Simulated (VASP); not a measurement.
Input of a VASP 6.6.1 run:

Contents of INCAR:

```
SYSTEM = Ti5Cl
PREC = Accurate
ENCUT = 520
EDIFF = 1E-7
ISMEAR = 0
SIGMA = 0.1
LREAL = .FALSE.
LASPH = .TRUE.
NELM = 60
ALGO = Normal
ISIF = 2
LWAVE = .FALSE.
LCHARG = .FALSE.
LDIPOL = .TRUE.
IDIPOL = 3
DIPOL = 0.5 0.5 0.393
GGA = PE
NBANDS = 42
```

The input KPOINTS:

```
regular mesh
0
G
  9 9 1
  0 0 0
```

File POSCAR:

```
Ti5Cl
1.0
    2.9381632086      0.0000000000      0.0000000000
   -1.4690816043      2.5445239791      0.0000000000
    0.0000000000      0.0000000000     24.7117068140
Ti Cl
5 1
Direct
    0.6666666667      0.3333333333      0.1618666015
    0.3333333333      0.6666666667      0.2559609806
    0.6666666667      0.3333333333      0.3506708119
    0.3333333333      0.6666666667      0.4475655916
    0.6666666667      0.3333333333      0.5346335206
    1.3333333333      0.6666666667      0.6049783680
```

Potentials or basis: VASP PAW PBE potentials, release 64 (Ti_sv, Cl).

The run is started by

```console
$ cat potpaw_PBE.64/Ti_sv/POTCAR potpaw_PBE.64/Cl/POTCAR > POTCAR
$ mpirun -np 1 vasp_std > vasp.out
```

Problem. Predict the largest force.

Solution. 0.802 eV/Å.

Forces on the atoms (eV/Å):
```
Ti   0.000  0.000  0.549
Ti   0.000  0.000 -0.540
Ti   0.000  0.000  0.070
Ti   0.000  0.000 -0.802
Ti   0.000  0.000  0.724
Cl   0.000  0.000 -0.001
```

Caveat: an odd number of electrons without spin polarisation forces a metal; a magnetic or distorted state may lie lower.
